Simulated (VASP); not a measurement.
# PrScO in VASP: a series of runs, part 2 of 2

VASP 6.6.1.

## (3) Single point, PBE, collinear spin

This run uses another cell than the first one, of 18.44 Å³/atom.

File INCAR:

```
PREC = Accurate ; ENCUT = 600
EDIFF = 1E-6 ; ISMEAR = 0
SIGMA = 0.1 ; LREAL = False
LASPH = True ; NELM = 200
ALGO = Normal ; ISIF = 2
LWAVE = False ; LCHARG = True
ISPIN = 2 ; MAGMOM = 0 1 0
LORBIT = 11 ; LMAXMIX = 6
GGA = PE ; LELF = True
LVHAR = True ; NBANDS = 25
GGA_COMPAT = False
```

File KPOINTS:

```
regular mesh
0
Gamma
  6 6 4
```

File POSCAR:

```
PrScO
1.0
    3.1617037999      0.0000000000      0.0000000000
    0.0000000000      3.1617037999      0.0000000000
    0.0000000000      0.0000000000      5.5349828334
Pr Sc O
1 1 1
Direct
    0.0000000000      0.0000000000      0.5000000000
    0.5000000000      0.5000000000      0.0000000000
    0.0000000000      0.0000000000      0.0000000000
```

Potentials or basis: VASP PAW PBE potentials, release 64 (Pr_3, Sc_sv, O), 4f in core.

The run is started by

```bash
$ cat potpaw_PBE.64/Pr_3/POTCAR potpaw_PBE.64/Sc_sv/POTCAR potpaw_PBE.64/O/POTCAR > POTCAR
$ mpirun -np 1 vasp_std > vasp.out
```

OUTCAR:

```text
PREC = Accurate
   ENCUT = 600
   EDIFF = 1E-6
   ISMEAR = 0
   LREAL = False
   LASPH = True
   NELM = 200
   ISIF = 2
   ISPIN = 2
   LORBIT = 11
   GGA = PE

 ion  position               nearest neighbor table
   1  0.000  0.000  0.500-   3 2.77   3 2.77   2 3.56   2 3.56   2 3.56   2 3.56   2 3.56   2 3.56
                             2 3.56   2 3.56
   2  0.500  0.500  0.000-   3 2.24   3 2.24   3 2.24   3 2.24   1 3.56   1 3.56   1 3.56   1 3.56
                             1 3.56   1 3.56   1 3.56   1 3.56
   3  0.000  0.000  0.000-   2 2.24   2 2.24   2 2.24   2 2.24   1 2.77   1 2.77

  LATTYP: Found a simple tetragonal cell.
 ALAT       =     3.1617037999
 C/A-ratio  =     1.7506329447

  Lattice vectors:

 A1 = (   3.1617037999,   0.0000000000,   0.0000000000)
 A2 = (   0.0000000000,   3.1617037999,   0.0000000000)
 A3 = (   0.0000000000,   0.0000000000,   5.5349828334)

Analysis of symmetry for initial positions (statically):
=====================================================================
[... 1549 lines left out ...]

------------------------ aborting loop because EDIFF is reached ----------------------------------------

  FORCE on cell =-STRESS in cart. coord.  units (eV):
  Direction    XX          YY          ZZ          XY          YZ          ZX
  --------------------------------------------------------------------------------------
  -------------------------------------------------------------------------------------
  Total       -0.0660980     -0.0660980     -0.3421728      0.0000000      0.0000000      0.0000000
  in kB       -1.9139925     -1.9139925     -9.9082601      0.0000000      0.0000000      0.0000000
  external PRESSURE =      -4.5787484 kB  Pullay stress =       0.0000000 kB

 VOLUME and BASIS-vectors are now :
 -----------------------------------------------------------------------------
  energy-cutoff  :      600.00
  volume of cell :       55.33
      direct lattice vectors                 reciprocal lattice vectors
     3.161703800  0.000000000  0.000000000     0.316285162  0.000000000  0.000000000
     0.000000000  3.161703800  0.000000000     0.000000000  0.316285162  0.000000000
     0.000000000  0.000000000  5.534982833     0.000000000  0.000000000  0.180669034

 POSITION                                       TOTAL-FORCE (eV/Angst)
 -----------------------------------------------------------------------------------
      0.00000      0.00000      2.76749         0.000000      0.000000      0.000000
      1.58085      1.58085      0.00000         0.000000      0.000000      0.000000
      0.00000      0.00000      0.00000         0.000000      0.000000      0.000000
 -----------------------------------------------------------------------------------
    total drift:                                0.000000      0.000000     -0.000000

  FREE ENERGIE OF THE ION-ELECTRON SYSTEM (eV)
  ---------------------------------------------------
  free  energy   TOTEN  =       -21.4631515747 eV

  energy  without entropy=      -21.4522600206  energy(sigma->0) =      -21.45770580

 total charge

# of ion       s       p       d       tot
------------------------------------------
    1        2.112   5.711   1.164   8.986
    2        2.199   6.145   1.093   9.436
    3        1.553   3.433   0.000   4.986
--------------------------------------------------
tot          5.863  15.288   2.257  23.409

 magnetization (x)

# of ion       s       p       d       tot
------------------------------------------
    1        0.000   0.000   0.001   0.001
    2        0.000   0.000  -0.000   0.000
    3        0.000   0.000   0.000   0.000
--------------------------------------------------
tot          0.000   0.000   0.001   0.001
```

stdout:

```text
POSCAR found type information on POSCAR PrScO
 POSCAR found :  3 types and       3 ions
 scaLAPACK will be used
 LDA part: xc-table for (Slater+PW92), standard interpolation
 POSCAR, INCAR and KPOINTS ok, starting setup
 FFT: planning ... GRIDC
 FFT: planning ... GRID_SOFT
 FFT: planning ... GRID
 WAVECAR not read
 entering main loop
```

It took 61 s on 1 thread of Intel Xeon Platinum 8488C (Sapphire Rapids), shared host; peak memory 0.27 GiB.

Results:

- Free energy: -21.4632 eV
- Pressure: -0.5 GPa
- Band gap on the k mesh: zero (filled and empty bands overlap)
- Net moment: 0.00 μB per cell
- Valence electrons inside the program's atomic spheres: Pr 8.99; Sc 9.44; O 4.99

Stress tensor (GPa, compression positive):
```
-0.19  0.00  0.00
 0.00 -0.19  0.00
 0.00  0.00 -0.99
```

Levels at points of the mesh, in eV from the Fermi level:
Spin up:
| k point | band 12 | band 13 | band 14 | band 15 | band 16 | band 17 |
| --- | --- | --- | --- | --- | --- | --- |
| (0.00, 0.00, 0.00) | -4.26 | -3.05 | -1.35 | 0.06 | 0.76 | 1.81 |
| (0.50, 0.00, 0.00) | -4.96 | -1.37 | -0.20 | 0.46 | 1.90 | 2.53 |
| (0.50, 0.50, 0.00) | -4.24 | -2.79 | -1.40 | -1.40 | 3.03 | 3.16 |
| (0.00, 0.00, 0.50) | -4.30 | -2.09 | -0.87 | -0.57 | 0.06 | 2.27 |
| (0.50, 0.00, 0.50) | -5.65 | -1.60 | -0.35 | 2.09 | 2.33 | 2.46 |
| (0.50, 0.50, 0.50) | -4.97 | -2.38 | 0.36 | 0.36 | 0.85 | 0.85 |
Spin down:
| k point | band 10 | band 11 | band 12 | band 13 | band 14 | band 15 | band 16 | band 17 | band 18 | band 19 |
| --- | --- | --- | --- | --- | --- | --- | --- | --- | --- | --- |
| (0.00, 0.00, 0.00) | -4.80 | -4.26 | -4.26 | -3.04 | -1.35 | 0.06 | 0.76 | 1.81 | 1.81 | 2.61 |
| (0.50, 0.00, 0.00) | -6.80 | -5.61 | -4.96 | -1.37 | -0.20 | 0.46 | 1.90 | 2.53 | 2.73 | 2.76 |
| (0.50, 0.50, 0.00) | -5.29 | -5.29 | -4.24 | -2.79 | -1.40 | -1.40 | 3.03 | 3.16 | 3.69 | 3.69 |
| (0.00, 0.00, 0.50) | -5.87 | -4.30 | -4.30 | -2.08 | -0.87 | -0.57 | 0.06 | 2.27 | 2.27 | 2.62 |
| (0.50, 0.00, 0.50) | -6.98 | -5.85 | -5.65 | -1.60 | -0.35 | 2.09 | 2.34 | 2.46 | 2.75 | 4.11 |
| (0.50, 0.50, 0.50) | -5.44 | -5.44 | -4.97 | -2.38 | 0.36 | 0.36 | 0.85 | 0.85 | 1.43 | 3.30 |

Caveat: the magnetic or orbital state may not be the lowest; spin-orbit coupling is left out, which moves the levels of the heavy elements; the 4f electrons are frozen in the core, so they carry no moment and show no levels. With open d or f shells a metallic result of PBE can be an artefact of self-interaction; +U or a hybrid may open a gap.

## (4) Single point, PBE, collinear spin

This run uses another cell than the first one, of 19.55 Å³/atom.

File INCAR:

```
SYSTEM = PrScO
  PREC = Accurate
  ENCUT = 600
  EDIFF = 1E-6
  ISMEAR = 0
  SIGMA = 0.1
  LREAL = .False.
  LASPH = .True.
  NELM = 200
  ALGO = Normal
  ISIF = 2
  LWAVE = .False.
  LCHARG = .True.
  ISPIN = 2
  MAGMOM = 0 1 0
  LORBIT = 11
  LMAXMIX = 6
  GGA = PE
  LELF = .True.
  LVHAR = .True.
  NBANDS = 25
  GGA_COMPAT = .False.
```

File KPOINTS:

```
Automatic mesh
0
Gamma
  6 6 4
  0 0 0
```

File POSCAR:

```
PrScO
1.0
    3.7216236070      0.0000000000      0.0000000000
    0.0000000000      3.7216236070      0.0000000000
    0.0000000000      0.0000000000      4.2347039562
Pr Sc O
1 1 1
Direct
    0.5000000000      0.5000000000      0.5000000000
    0.0000000000      0.0000000000      0.0000000000
    0.0000000000      0.0000000000      0.5000000000
```

The run is started by

```bash
$ cat potpaw_PBE.64/Pr_3/POTCAR potpaw_PBE.64/Sc_sv/POTCAR potpaw_PBE.64/O/POTCAR > POTCAR
$ mpirun -np 1 vasp_std > vasp.out
```

Wall time 61 s (1 thread of Intel Xeon Platinum 8488C (Sapphire Rapids), shared host); peak memory 0.26 GiB.

It converged, with:

```
Free energy                                           : -21.8740 eV
Pressure                                              : 0.3 GPa
Band gap on the k mesh                                : zero (filled and empty bands overlap)
Net moment                                            : 0.00 μB per cell
Valence electrons inside the program's atomic spheres : Pr 8.79; Sc 9.46; O 5.00
```

Stress tensor (GPa, compression positive):
```
-0.21  0.00  0.00
 0.00 -0.21  0.00
 0.00  0.00  1.23
```

Levels at points of the mesh, in eV from the Fermi level:
Spin up:
| k point | band 12 | band 13 | band 14 | band 15 | band 16 | band 17 |
| --- | --- | --- | --- | --- | --- | --- |
| (0.00, 0.00, 0.00) | -4.36 | -3.46 | -1.77 | 1.03 | 1.03 | 1.84 |
| (0.50, 0.00, 0.00) | -4.73 | -1.07 | -0.43 | 1.11 | 1.75 | 1.96 |
| (0.50, 0.50, 0.00) | -4.40 | -1.36 | -0.79 | -0.79 | 2.38 | 2.92 |
| (0.00, 0.00, 0.50) | -4.67 | -1.47 | -0.57 | 0.30 | 1.70 | 2.13 |
| (0.50, 0.00, 0.50) | -5.83 | -1.78 | 0.48 | 1.24 | 1.73 | 2.93 |
| (0.50, 0.50, 0.50) | -4.70 | -0.95 | -0.95 | 0.54 | 2.50 | 2.50 |
Spin down:
```
           k point  band 11  band 12  band 13  band 14  band 15  band 16  band 17  band 18
(0.00, 0.00, 0.00)    -4.36    -4.36    -3.47    -1.77     1.03     1.03     1.84     1.92
(0.50, 0.00, 0.00)    -5.53    -4.73    -1.07    -0.43     1.11     1.75     1.96     2.00
(0.50, 0.50, 0.00)    -4.40    -4.40    -1.36    -0.79    -0.79     2.38     2.92     2.92
(0.00, 0.00, 0.50)    -4.67    -4.67    -1.47    -0.57     0.30     1.70     2.13     2.13
(0.50, 0.00, 0.50)    -6.27    -5.83    -1.78     0.48     1.24     1.73     2.93     3.05
(0.50, 0.50, 0.50)    -4.70    -4.70    -0.95    -0.95     0.54     2.50     2.50     3.03
```

Caveat: the k points lie up to 0.37 Å⁻¹ apart, too coarse for converged energies and pressures of a metal; the magnetic or orbital state may not be the lowest; spin-orbit coupling is left out, which moves the levels of the heavy elements; the 4f electrons are frozen in the core, so they carry no moment and show no levels.

## (5) Overview

| task | spin | cell | gap on the mesh (eV) | pressure (GPa) | moment (μB) |
| --- | --- | --- | --- | --- | --- |
| relaxation of cell and atoms | off | relaxed from a = 3.519, b = 3.705, c = 4.361 Å, 3 atoms, atomic positions A | none | 0.0 | - |
| single point | collinear | a = 3.162, b = 3.162, c = 5.535 Å, 3 atoms, atomic positions B | none | -0.5 | 0.00 |
| single point | collinear | a = 3.722, b = 3.722, c = 4.235 Å, 3 atoms, atomic positions A | none | 0.3 | 0.00 |

Alike in all rows: level PBE; potentials or basis VASP PAW PBE potentials, release 64 (Pr_3, Sc_sv, O), 4f in core; k mesh 6 × 6 × 4; cutoff (eV) 600; smearing gaussian 0.1 eV.

Caveats: some runs use coarse meshes; spin-orbit coupling is left out, which moves the levels of the heavy elements; the 4f electrons are frozen in the core, so they carry no moment and show no levels; the magnetic or orbital state may not be the lowest (at least some runs).

Total energies depend on the potentials used, so only differences within one code and one set of settings carry meaning.
